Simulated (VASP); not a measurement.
Write the native input for VASP 6.6.1 that does the following.

```yaml
Task: single point
Functional: PBE
Potentials_or_basis: VASP PAW PBE potentials, release 64 (Cd, Se)
Cutoff: 520 eV
k_mesh: 6 × 6 × 4
Occupations: gaussian, width 0.05 eV
Spin: no spin polarisation
Dipole_correction: no
Further_INCAR_settings: ALGO = Normal; EDIFF = 1e-06; NBANDS = 26
```

The structure of CdSe lies in POSCAR:

```
CdSe
1.0
    4.2984999142      0.0000000000      0.0000000000
   -2.1492499571      3.7226101239      0.0000000000
    0.0000000000      0.0000000000      7.0152000000
Cd Se
2 2
Direct
    0.6465195125      0.2930390250      0.0000000000
    0.3333333333      0.6666666667      0.5000000000
    0.6666666667      0.3333333333      0.3750000000
    0.3333333333      0.6666666667      0.8750000000
```

This cell differs from its parent crystal: atom 1 (Cd) moved by (-0.150, +0.000) A along y and z.

The input as run:

INCAR

```
SYSTEM = CdSe
PREC     = Accurate       ! precision mode
ENCUT    = 520            ! plane-wave cutoff, eV
EDIFF    = 1E-6           ! SCF threshold, eV
ISMEAR   = 0              ! smearing method
SIGMA    = 0.05           ! smearing width, eV
LREAL    = .FALSE.        ! projectors in reciprocal space
LASPH    = .TRUE.         ! aspherical terms in the spheres
NELM     = 60             ! most SCF steps
ALGO     = Normal         ! electronic algorithm
ISIF     = 2              ! what is computed and relaxed
LWAVE    = .FALSE.        ! write WAVECAR
LCHARG   = .FALSE.        ! write CHGCAR
GGA      = PE             ! functional
NBANDS   = 26             ! bands
```

KPOINTS

```
regular mesh
0
G
  6 6 4
  0 0 0
```

Potentials or basis: VASP PAW PBE potentials, release 64 (Cd, Se).

The run is started by

```bash
$ cat potpaw_PBE.64/Cd/POTCAR potpaw_PBE.64/Se/POTCAR > POTCAR
$ mpirun -np 1 vasp_std > vasp.out
```

Results of the run:

* Pressure: 3.6 GPa
* Largest force: 0.992 eV/Å
* Band gap on the k mesh: 0.65 eV, direct

Caveat: the cell differs from its parent crystal (atom 1 (Cd) moved by (-0.150, +0.000) A along y and z).

Run time: 100 s on 1 thread of Intel(R) Xeon(R) Platinum 8375C CPU @ 2.90GHz (Ice Lake), with other jobs on the host, peak memory 0.29 GiB.
